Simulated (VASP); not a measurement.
# CuSi3 (Pm-3m) in VASP: further runs

Runs on CuSi3. Level: PBE. Tasks: single point, relaxation of cell and atoms.

Program: VASP 6.6.1. These are calculated values, not measurements. Logs are shortened: lines on timing, memory, paths and dates and some standing lists are left out, and cuts for length are marked.

## Step 1: The cell of the first run

The structure is cubic, space group Pm-3m (No. 221). The conventional cell has a = 3.829 Å, b = 3.829 Å, c = 3.829 Å, α = 90.00°, β = 90.00°, γ = 90.00°. Within 3.6 Å of Si (site symmetry 4/mmm) lie 8 Si at 2.71 Å and 4 Cu at 2.71 Å. Within 3.6 Å of Cu (site symmetry m-3m) lie 12 Si at 2.71 Å.

## Step 2: Single point, PBE

Input file INCAR:

```
PREC = Accurate
ENCUT = 520
EDIFF = 1E-6
ISMEAR = 0
SIGMA = 0.1
LREAL = F
LASPH = T
NELM = 80
ALGO = Normal
ISIF = 2
LWAVE = F
LCHARG = F
GGA = PE
NBANDS = 20
```

Input file KPOINTS:

```
Automatic mesh
0
Gamma
  6 6 6
```

Input file POSCAR:

```
CuSi3
1.0
    3.8292390430      0.0000000000      0.0000000000
    0.0000000000      3.8292390430      0.0000000000
    0.0000000000      0.0000000000      3.8292390430
Si Cu
3 1
Direct
    0.0000000000      0.5000000000      0.5000000000
    0.5000000000      0.0000000000      0.5000000000
    0.5000000000      0.5000000000      0.0000000000
    0.0000000000      0.0000000000      0.0000000000
```

Potentials or basis: VASP PAW PBE potentials, release 64 (Si, Cu).

Run with:

```sh
> cat potpaw_PBE.64/Si/POTCAR potpaw_PBE.64/Cu/POTCAR > POTCAR
> mpirun -np 1 vasp_std > vasp.out
```

OUTCAR:

```text
PREC = Accurate
   ENCUT = 520
   EDIFF = 1E-6
   ISMEAR = 0
   LREAL = F
   LASPH = T
   NELM = 80
   ISIF = 2
   GGA = PE

 ion  position               nearest neighbor table
   1  0.000  0.500  0.500-   2 2.71   3 2.71   4 2.71   3 2.71   4 2.71   2 2.71   4 2.71   4 2.71
                             2 2.71   3 2.71   3 2.71   2 2.71
   2  0.500  0.000  0.500-   1 2.71   3 2.71   4 2.71   3 2.71   4 2.71   1 2.71   3 2.71   3 2.71
                             1 2.71   4 2.71   4 2.71   1 2.71
   3  0.500  0.500  0.000-   1 2.71   2 2.71   4 2.71   1 2.71   2 2.71   2 2.71   4 2.71   2 2.71
                             1 2.71   4 2.71   1 2.71   4 2.71
   4  0.000  0.000  0.000-   1 2.71   2 2.71   3 2.71   1 2.71   2 2.71   1 2.71   3 2.71   1 2.71
                             2 2.71   3 2.71   2 2.71   3 2.71

  LATTYP: Found a simple cubic cell.
 ALAT       =     3.8292390430

  Lattice vectors:

 A1 = (   3.8292390430,   0.0000000000,   0.0000000000)
 A2 = (   0.0000000000,   3.8292390430,   0.0000000000)
 A3 = (   0.0000000000,   0.0000000000,   3.8292390430)

Analysis of symmetry for initial positions (statically):
=====================================================================
 Subroutine PRICEL returns:
 Original cell was already a primitive cell.

 Routine SETGRP: Setting up the symmetry group for a
 simple cubic supercell.

 Subroutine GETGRP returns: Found 48 space group operations
 (whereof 48 operations were pure point group operations)
 out of a pool of 48 trial point group operations.

The static configuration has the point symmetry O_h .

Analysis of symmetry for dynamics (positions and initial velocities):
=====================================================================
 Subroutine PRICEL returns:
 Original cell was already a primitive cell.

 Routine SETGRP: Setting up the symmetry group for a
 simple cubic supercell.

 Subroutine GETGRP returns: Found 48 space group operations
 (whereof 48 operations were pure point group operations)
 out of a pool of 48 trial point group operations.

The dynamic configuration has the point symmetry O_h .

 Subroutine INISYM returns: Found 48 space group operations
 (whereof 48 operations are pure point group operations),
 and found     1 'primitive' translations

----------------------------------------------------------------------------------------

                                     Primitive cell

  volume of cell :      56.1484

  direct lattice vectors                    reciprocal lattice vectors
     3.829239043  0.000000000  0.000000000     0.261148492  0.000000000  0.000000000
     0.000000000  3.829239043  0.000000000     0.000000000  0.261148492  0.000000000
     0.000000000  0.000000000  3.829239043     0.000000000  0.000000000  0.261148492

  length of vectors
     3.829239043  3.829239043  3.829239043     0.261148492  0.261148492  0.261148492

  position of ions in fractional coordinates (direct lattice)
     0.000000000  0.500000000  0.500000000
     0.500000000  0.000000000  0.500000000
     0.500000000  0.500000000  0.000000000
     0.000000000  0.000000000  0.000000000

  ion indices of the primitive-cell ions
   primitive index   ion index
                 1           1
                 2           2
                 3           3
                 4           4

----------------------------------------------------------------------------------------

 KPOINTS: Automatic mesh

Automatic generation of k-mesh.
 Grid dimensions read from file:
 generate k-points for:    6    6    6

 Generating k-lattice:

  Cartesian coordinates                     Fractional coordinates (reciprocal lattice)
     0.043524749  0.000000000  0.000000000     0.166666667  0.000000000  0.000000000
     0.000000000  0.043524749  0.000000000     0.000000000  0.166666667  0.000000000
     0.000000000  0.000000000  0.043524749     0.000000000  0.000000000  0.166666667

  Length of vectors
     0.043524749  0.043524749  0.043524749

  Shift w.r.t. Gamma in fractional coordinates (k-lattice)
     0.000000000  0.000000000  0.000000000

 Subroutine IBZKPT returns following result:
 ===========================================

 Found     20 irreducible k-points:

 Following reciprocal coordinates:
            Coordinates               Weight
  0.000000  0.000000  0.000000      1.000000
  0.166667  0.000000  0.000000      6.000000
  0.333333  0.000000  0.000000      6.000000
  0.500000  0.000000  0.000000      3.000000
  0.166667  0.166667  0.000000     12.000000
  0.333333  0.166667  0.000000     24.000000
[... 12 lines left out ...]
  0.500000  0.500000  0.333333      6.000000
  0.500000  0.500000  0.500000      1.000000
   k-points           NKPTS =     20   k-points in BZ     NKDIM =     20   number of bands    NBANDS=     20
   number of dos      NEDOS =    301   number of ions     NIONS =      4
   total plane-waves  NPLWV =  21952
   dimension x,y,z NGX =    28 NGY =   28 NGZ =   28
   dimension x,y,z NGXF=    56 NGYF=   56 NGZF=   56
   ions per type =               3   1
   NGX,Y,Z   is equivalent  to a cutoff of  12.16, 12.16, 12.16 a.u.
   NGXF,Y,Z  is equivalent  to a cutoff of  24.31, 24.31, 24.31 a.u.
 SYSTEM =  unknown system
   PREC   = accura    normal or accurate (medium, high low for compatibility)
   ISTART =      0    job   : 0-new  1-cont  2-samecut
   ICHARG =      2    charge: 1-file 2-atom 10-const
   ISPIN  =      1    spin polarized calculation?
   LNONCOLLINEAR =      F non collinear calculations
   LSORBIT =      F    spin-orbit coupling
   LASPH  =      T    aspherical Exc in radial PAW
   ENCUT  =  520.0 eV  38.22 Ry    6.18 a.u.   7.12  7.12  7.12*2*pi/ulx,y,z
   NELM   =     80;   NELMIN=  2; NELMDL= -5     # of ELM steps
   EDIFF  = 0.1E-05   stopping-criterion for ELM
   LREAL  =      F    real-space projection
   EDIFFG = 0.1E-04   stopping-criterion for IOM
   NSW    =      0    number of steps for IOM
   IBRION =     -1    ionic relax: 0-MD 1-quasi-New 2-CG
   NFREE  =      0    steps in history (QN), initial steepest desc. (CG)
   ISIF   =      2    stress and relaxation
   ISYM   =      2    0-nonsym 1-usesym 2-fastsym
   POTIM  = 0.5000    time-step for ionic-motion
   TEBEG  =    0.0;   TEEND  =   0.0 temperature during run
   PSTRESS=    0.0 pullay stress
   NELECT =      23.0000    total number of electrons
   NUPDOWN=      -1.0000    fix difference up-down
   EMIN   =  10.00;   EMAX   =-10.00  energy-range for DOS
   EFERMI =   0.00;   METHOD = LEGACY
   ISMEAR =     0;   SIGMA  =   0.10  broadening in eV -4-tet -1-fermi 0-gaus
   EFERMI_NEDOS =   21; number of points for ismear=-14 and -15
   IALGO  =     38    algorithm
   IMIX   =      4    mixing-type and parameters
     AMIX     =   0.40;   BMIX     =  1.00
     AMIX_MAG =   1.60;   BMIX_MAG =  1.00
  volume/ion in A,a.u.               =      14.04        94.73
  Fermi-wavevector in a.u.,A,eV,Ry     =   1.215827  2.297579 20.112598  1.478234
  Thomas-Fermi vector in A             =   2.351201
   LORBIT       =      0    0 simple, 1 ext, 2 COOP (PROOUT), +10 PAW based schemes
   GGA     = PE    functional components
   LHFCALC =     F    Hartree Fock is set to
   AEXX    =    0.0000 exact exchange contribution
   IVDW    =     0    specifies the selected vdW correction
   LEPSILON=     F    determine dielectric tensor
   LRPA    =     F    only Hartree local field effects (RPA)
 non-spin polarized calculation
 Gauss-broadening in eV      SIGMA  =   0.10
  energy-cutoff  :      520.00
  volume of cell :       56.15
 maximum number of plane-waves:      1532
   NGX = 15   NGY = 15   NGZ = 15

 number of electron      22.9999960 magnetization

 Free energy of the ion-electron system (eV)
  ---------------------------------------------------
  ext. energy  EPLUGINS =         0.00000000
  ---------------------------------------------------
  free energy    TOTEN  =       -18.46643154 eV

  energy without entropy =      -18.46180631  energy(sigma->0) =      -18.46411893

 E-fermi :   9.6034     XC(G=0): -11.4434

 val. band max:        9.4681671217   @ k =   0.5000   0.3333   0.1667
 cond. band min:       9.6190926507   @ k =   0.1667   0.1667   0.0000
 fundamental gap:      0.1509255289
 Fermi energy:         9.6033534213

 k-point     1 :       0.0000    0.0000    0.0000
  band No.  band energies     occupation
      1      -4.1423      2.00000
      2       4.2652      2.00000
      3       4.2652      2.00000
      4       5.1434      2.00000
      5       5.1434      2.00000
      6       5.1434      2.00000
[... 12 lines left out ...]
     19      15.8251      0.00000
     20      15.8251      0.00000

 k-point     2 :       0.1667    0.0000    0.0000
  band No.  band energies     occupation
      1      -3.8731      2.00000
      2       2.4960      2.00000
      3       4.4484      2.00000
      4       5.1249      2.00000
      5       5.1249      2.00000
      6       5.6633      2.00000
[... 12 lines left out ...]
     19      15.9704      0.00000
     20      18.6589      0.00000

 k-point     3 :       0.3333    0.0000    0.0000
  band No.  band energies     occupation
      1      -3.0865      2.00000
      2       0.3014      2.00000
      3       4.9153      2.00000
      4       5.0871      2.00000
      5       5.0871      2.00000
      6       6.0740      2.00000
[... 12 lines left out ...]
     19      16.3376      0.00000
     20      19.3969      0.00000

 k-point     4 :       0.5000    0.0000    0.0000
  band No.  band energies     occupation
      1      -2.1762      2.00000
      2      -1.1035      2.00000
      3       5.0681      2.00000
      4       5.0681      2.00000
      5       5.2506      2.00000
      6       6.0929      2.00000
[... 337 lines left out ...]
 k-point    19 :       0.5000    0.5000    0.3333
  band No.  band energies     occupation
      1       0.8196      2.00000
      2       1.3407      2.00000
      3       1.3407      2.00000
      4       3.3427      2.00000
      5       3.9586      2.00000
      6       4.5620      2.00000
[... 12 lines left out ...]
     19      20.4259      0.00000
     20      20.4259      0.00000

 k-point    20 :       0.5000    0.5000    0.5000
  band No.  band energies     occupation
      1       1.8062      2.00000
      2       1.8062      2.00000
      3       1.8062      2.00000
      4       2.5131      2.00000
      5       3.9053      2.00000
      6       3.9053      2.00000
[... 12 lines left out ...]
     19      20.7663      0.00000
     20      20.7663      0.00000

------------------------ aborting loop because EDIFF is reached ----------------------------------------

  FORCE on cell =-STRESS in cart. coord.  units (eV):
  Direction    XX          YY          ZZ          XY          YZ          ZX
  --------------------------------------------------------------------------------------
  -------------------------------------------------------------------------------------
  Total        0.0539848      0.0539848      0.0539848     -0.0000000     -0.0000000      0.0000000
  in kB        1.5404392      1.5404392      1.5404392     -0.0000000     -0.0000000      0.0000000
  external PRESSURE =       1.5404392 kB  Pullay stress =       0.0000000 kB

 VOLUME and BASIS-vectors are now :
 -----------------------------------------------------------------------------
  energy-cutoff  :      520.00
  volume of cell :       56.15
      direct lattice vectors                 reciprocal lattice vectors
     3.829239043  0.000000000  0.000000000     0.261148492  0.000000000  0.000000000
     0.000000000  3.829239043  0.000000000     0.000000000  0.261148492  0.000000000
     0.000000000  0.000000000  3.829239043     0.000000000  0.000000000  0.261148492

 POSITION                                       TOTAL-FORCE (eV/Angst)
 -----------------------------------------------------------------------------------
      0.00000      1.91462      1.91462         0.000000      0.000000      0.000000
      1.91462      0.00000      1.91462         0.000000      0.000000      0.000000
      1.91462      1.91462      0.00000         0.000000      0.000000      0.000000
      0.00000      0.00000      0.00000         0.000000      0.000000      0.000000
 -----------------------------------------------------------------------------------
    total drift:                               -0.000000     -0.000000     -0.000000

  FREE ENERGIE OF THE ION-ELECTRON SYSTEM (eV)
  ---------------------------------------------------
  free  energy   TOTEN  =       -18.4664315428 eV

  energy  without entropy=      -18.4618063079  energy(sigma->0) =      -18.46411893
```

It took 8.9 s on 1 thread of Intel Xeon 6975P-C (Granite Rapids), shared host; peak memory 0.16 GiB.

What came out:

```yaml
Free_energy: -18.4664 eV
Pressure: 0.2 GPa
Band_gap_on_the_k_mesh: zero (an odd number of electrons rules out a gap without spin polarisation)
```

Levels at points of the mesh, in eV from the Fermi level:
| k point | band 9 | band 10 | band 11 | band 12 | band 13 | band 14 |
| --- | --- | --- | --- | --- | --- | --- |
| (0.00, 0.00, 0.00) | -3.56 | -1.72 | -1.72 | -1.15 | 3.57 | 3.57 |
| (0.50, 0.00, 0.00) | -1.34 | -1.34 | -1.32 | -1.32 | -0.39 | 1.01 |
| (0.50, 0.50, 0.00) | -3.18 | -0.76 | 0.77 | 1.12 | 1.12 | 1.37 |
| (0.50, 0.50, 0.50) | -3.30 | -2.65 | -2.61 | -2.61 | -2.61 | 8.88 |

Caveat: an odd number of electrons without spin polarisation forces a metal; a magnetic or distorted state may lie lower.

(Part 1 of 2 ends here.)

The gap in the log of VASP goes by the Fermi energy; the results here count the filled bands.